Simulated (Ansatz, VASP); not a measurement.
Two plane-wave programs on CuO

File INCAR:

```
SYSTEM = CuO
PREC = Accurate ; ENCUT = 520
EDIFF = 1E-6 ; ISMEAR = 0
SIGMA = 0.1 ; LREAL = .FALSE.
LASPH = .TRUE. ; NELM = 150
ALGO = Normal ; ISIF = 2
LWAVE = .FALSE. ; LCHARG = .FALSE.
LMAXMIX = 4 ; LDAU = .TRUE.
LDAUTYPE = 2 ; LDAUL = 2 -1
LDAUU = 4 0 ; LDAUJ = 0 0
LDAUPRINT = 1 ; GGA = PE
NBANDS = 25
```

File KPOINTS:

```
Automatic mesh
0
G
  14 14 8
  0 0 0
```

POSCAR

```
CuO
1.0
    2.0891997873     -2.1017674000      0.0000000000
    2.0891997873      2.1017674000      0.0000000000
    0.0000000000      0.0000000000      5.1736067724
Cu O
2 2
Direct
    0.0000000000      0.5000000000      0.0000000000
    0.5000000000      0.0000000000      0.5000000000
    0.5000000000      0.5000000000      0.2500000000
    0.5000000000      0.5000000000      0.7500000000
```

Input for Ansatz:

```yaml
crystal:
  lattice:
    - [2.0891997873, -2.1017674, 0.0]
    - [2.0891997873, 2.1017674, 0.0]
    - [0.0, 0.0, 5.1736067724]
  atoms:
    - { symbol: Cu, position: [0.0, 0.5, 0.0] }
    - { symbol: Cu, position: [0.5, 0.0, 0.5] }
    - { symbol: O, position: [0.5, 0.5, 0.25] }
    - { symbol: O, position: [0.5, 0.5, 0.75] }
basis:
  ecutwfc: 420
kpoints:
  mp_grid: { grid: [14, 14, 8] }
  band_path:
    path:
      - [[0.0, 0.0, 0.0], [-0.5, 0.5, 0.0], [-0.49701917, 0.50298083, 0.0]]
      - [[0.49701917, 0.49701917, 0.0], [0.0, 0.0, 0.0], [0.0, 0.0, 0.5], [0.49701917, 0.49701917, 0.5]]
      - [[-0.49701917, 0.50298083, 0.5], [-0.5, 0.5, 0.5], [-0.5, 0.5, 0.0]]
      - [[0.0, 0.0, 0.0], [0.0, 0.5, 0.0], [0.0, 0.5, 0.5], [0.0, 0.0, 0.5], [-0.5, 0.5, 0.5]]
    npoints: 14
hamiltonian:
  xc: pbe
  hubbard: { sites: [{ species: Cu, l: d, u_eff: 4.0 }] }
scf:
  occupations: { method: gaussian, width: 0.1 }
  n_extra_bands: 10
output:
  forces: true
  stress: true
  eigenvalues: true
  populations: true
  dos: { projected: true, de: 0.02, nscf_kmesh: { grid: [21, 21, 12] } }
  bader: true
  write_density: true
  write_potential: true
  elf: true
  volumetric_format: npy
checkpoint:
  read: start.run
  write: ck
  compress: false
  write_wavefunctions: false
  write_every: 100000
```

Alike in both runs: task single point; functional PBE; k mesh 14 × 14 × 8; occupations gaussian, width 0.1 eV; no spin polarisation; Hubbard terms Cu d U = 4.0 eV.

|  | VASP | Ansatz |
| --- | --- | --- |
| version | VASP 6.6.1 | Ansatz 0.2.0 |
| potentials or method | VASP PAW PBE potentials, release 64 (Cu, O), cutoff 520 eV | scalar-relativistic, plane waves, PAW |
| valence electrons in the cell | 34 | 50 |

Ansatz gave:

| Item | Value |
| --- | --- |
| gap on the k mesh at the Fermi level (eV) | none |
| pressure (GPa) | 0.0 |
| traceless stress, the component that is largest in VASP (GPa) | -0.01 |

Question: What did VASP give for the same quantities?

Answer: gap on the k mesh at the Fermi level (eV): none; pressure (GPa): -3.2; traceless stress, the component that is largest in VASP (GPa): -0.42.

The programs project onto different local orbitals, so the same U acts differently, and such runs can settle in different states. A gap of «none» marks a metal or a gap that the smearing closes. VASP's potentials hold 34 valence electrons a cell and Ansatz's 50, so a difference there can come from the potentials and not from the codes. Ansatz's warnings: filled band counts differ across k points.
